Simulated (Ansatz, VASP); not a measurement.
One calculation of BP2, two programs

```
CELL_PARAMETERS angstrom
3.90170 0.00000 0.00000
-1.95085 3.37897 0.00000
0.00000 0.00000 4.52034
ATOMIC_POSITIONS crystal
B 0.00000 0.00000 0.00000
P 0.33333 0.66667 0.00000
P 0.66667 0.33333 0.00000
```

Alike in both runs: functional PBE; k mesh 7 × 7 × 3; occupations gaussian, width 0.2 eV; no spin polarisation.

Ansatz relaxed the structure, and its values are those at the end. VASP's run is a single point on that final structure, the one shown.

```csv
,VASP,Ansatz
version,VASP 6.6.1,Ansatz 0.2.0
potentials or method,"VASP PAW PBE potentials, release 64 (B, P), cutoff 500 eV","scalar-relativistic, plane waves, PAW"
valence electrons in the cell,13,13
```

|  | VASP | Ansatz | Ansatz less VASP |
| --- | --- | --- | --- |
| gap on the k mesh at the Fermi level (eV) | none | none | - |
| pressure (GPa) | -0.4 | -0.2 | +0.19 |

A gap of «none» marks a metal or a gap that the smearing closes. With one functional, cell and mesh, what is left measures potentials, basis and numerics.

The k mesh is coarse, so the values compare programs but aren't converged.
